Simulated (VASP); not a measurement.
Runs of VASP 6.6.1 on PbS. The structure is that of space group Pm-3m (No. 221), or close to it. The cells are those of the table. 

```tsv
task	level	potentials or basis	spin	cell	k mesh	cutoff (eV)	grid for exact exchange (PRECFOCK)	share of exact exchange	screening parameter	gap on the mesh (eV)	pressure (GPa)
single point	LDA	VASP PAW LDA potentials, release 64 (Pb_d, S)	non-collinear, zero start, SOC	a = 3.654 Å, 2 atoms	5 × 5 × 5	520	-	-	-	-	-5.8
relaxation of cell and atoms	PBEsol	VASP PAW PBE potentials, release 64 (Pb_d, S)	off	relaxed from a = 3.654 Å, 2 atoms	7 × 7 × 7	600	-	-	-	none	0.0
single point	PBEsol-based global hybrid with 25 % exact exchange	VASP PAW PBE potentials, release 64 (Pb_d, S)	off	a = 3.560 Å, 2 atoms	4 × 4 × 4	520	Normal	0.25	-	none	(a)
single point	PBEsol-based screened hybrid with 25 % exact exchange	VASP PAW PBE potentials, release 64 (Pb_d, S)	off	a = 3.563 Å, 2 atoms	4 × 4 × 4	520	Normal	0.25	0.207 1/Å	none	-0.1
single point	LDA	VASP PAW LDA potentials, release 64 (Pb_d, S)	off	a = 3.540 Å, 2 atoms	7 × 7 × 7	520	-	-	-	none	0.0
```

Alike in all rows: smearing fermi-dirac 0.05 eV.

Question: Fill in the values left out.

Answer: (a) -0.3.

Caveats: some runs use coarse meshes; spin-orbit coupling is left out, which moves the levels of the heavy elements (at least some runs); the PAW data sets were made with another functional, which shifts forces and pressure a little (at least some runs); semilocal functionals underestimate gaps, and a narrow one can read as zero (at least some runs); the cell stands under tension (at least some runs).

A k mesh can miss the band edges, and rows without SOC leave out spin-orbit coupling on Pb.

A gap of «none» marks levels without a gap at the run's occupations.
